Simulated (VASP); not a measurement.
A run of VASP 6.6.1:

INCAR

```
  ALGO = Normal
  EDIFF = 1E-7
  ENCUT = 520
  GGA = PE
  ISIF = 2
  ISMEAR = 0
  LASPH = T
  LCHARG = T
  LELF = T
  LREAL = F
  LVHAR = T
  LWAVE = F
  NBANDS = 14
  NELM = 100
  PREC = Accurate
  SIGMA = 0.1
```

Contents of KPOINTS:

```
k-points
0
Gamma
  6 6 6
```

File POSCAR:

```
Be2Au
1.0
    0.0000000000      2.7372995831      2.7372995831
    2.7372995831      0.0000000000      2.7372995831
    2.7372995831      2.7372995831      0.0000000000
Be Au
2 1
Direct
    0.2500000000      0.2500000000      0.2500000000
    0.7500000000      0.7500000000      0.7500000000
    0.0000000000      0.0000000000      0.0000000000
```

Potentials or basis: VASP PAW PBE potentials, release 64 (Be, Au).

Command:

```console
$ cat potpaw_PBE.64/Be/POTCAR potpaw_PBE.64/Au/POTCAR > POTCAR
$ mpirun -np 1 vasp_std > vasp.out
```

Hardware: 1 thread of Intel Xeon 8259CL (shared host).

Question: Estimate the wall time of this run.

Answer: Run time: 23 s on 1 thread of Intel Xeon 8259CL, with other jobs on the host, peak memory 0.17 GiB. Counts: scf iterations 14, k points 16.
